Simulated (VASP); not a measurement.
Write the native input for VASP 6.6.1 that does the following.

```
Task                   : single point
Functional             : PBEsol
Potentials or basis    : VASP PAW PBE potentials, release 64 (Mn_pv, O)
Cutoff                 : 520 eV
k mesh                 : 11 × 11 × 6
Occupations            : fermi-dirac, width 0.05 eV
Spin                   : collinear spin, ferromagnetic start
Starting moments       : [4.0, 0.0, 0.0] μB
Dipole correction      : no
Further INCAR settings : ALGO = Normal; EDIFF = 1e-07; NBANDS = 24
```

The structure of MnO2 lies in POSCAR:

```
MnO2
1.0
    2.7982643040      0.0000000000      0.0000000000
   -1.3991321520      2.4233679738      0.0000000000
    0.0000000000      0.0000000000      4.5074421091
Mn O
1 2
Direct
    0.0000000000      0.0000000000      0.5000000000
    0.3333333333      0.6666666667      0.7062925700
    0.6666666667      0.3333333333      0.2937074300
```

The input as run:

INCAR

```
SYSTEM = MnO2
ALGO = Normal
EDIFF = 1E-7
ENCUT = 520
GGA = PS
ISIF = 2
ISMEAR = -1
ISPIN = 2
LASPH = .True.
LCHARG = .False.
LMAXMIX = 4
LORBIT = 11
LREAL = .False.
LWAVE = .False.
MAGMOM = 4 0 0
NBANDS = 24
NELM = 150
PREC = Accurate
SIGMA = 0.05
```

KPOINTS

```
k-points
0
Gamma
  11 11 6
  0 0 0
```

Potentials or basis: VASP PAW PBE potentials, release 64 (Mn_pv, O).

The run is started by

```sh
$ cat potpaw_PBE.64/Mn_pv/POTCAR potpaw_PBE.64/O/POTCAR > POTCAR
$ mpirun -np 1 vasp_std > vasp.out
```

It gave:

```yaml
Pressure: 12.9 GPa
Largest_force: 0.898 eV/Å
Band_gap_on_the_k_mesh: 0.46 eV (least direct gap 0.50 eV)
Net_moment: 3.00 μB per cell
Site_moments: Mn +2.78; O +0.07 μB
Valence_electrons_inside_the_program's_atomic_spheres: Mn 11.94; O 5.01
```

Caveat: the cell stands under pressure; the PAW data sets were made with another functional, which shifts forces and pressure a little; an odd mesh through Γ misses points on the zone boundary, where band edges can lie; a cell with one magnetic atom can't hold antiferromagnetic order, which such compounds often take.

Wall time 3 min on 1 thread of Intel Xeon 8259CL (shared host), peak memory 0.23 GiB.
